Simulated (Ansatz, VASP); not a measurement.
## Pt in VASP and in Ansatz

```
CELL_PARAMETERS angstrom
0.00000 2.02178 2.02178
2.02178 0.00000 2.02178
2.02178 2.02178 0.00000
ATOMIC_POSITIONS crystal
Pt 0.00000 0.00000 0.00000
```

Alike in both runs: task single point; functional r2SCAN; k mesh 22 × 22 × 22; occupations fermi-dirac, width 0.1 eV; no spin polarisation.

```csv
,VASP,Ansatz
version,VASP 6.6.1,Ansatz 0.2.0
potentials or method,"VASP PAW PBE potentials, release 64 (Pt), cutoff 520 eV","plane waves (500 eV) with PAW, scalar-relativistic"
valence electrons in the cell,10,18
```

```csv
,VASP,Ansatz,Ansatz less VASP
pressure (GPa),-16.3,-16.7,-0.39
```

VASP's potentials were made for PBE, not for r2SCAN. The functional is the same, so the differences come from potentials, cutoffs and numerics. VASP's potentials hold 10 valence electrons a cell and Ansatz's 18, so a difference there can come from the potentials and not from the codes.

Spin-orbit coupling is off throughout.
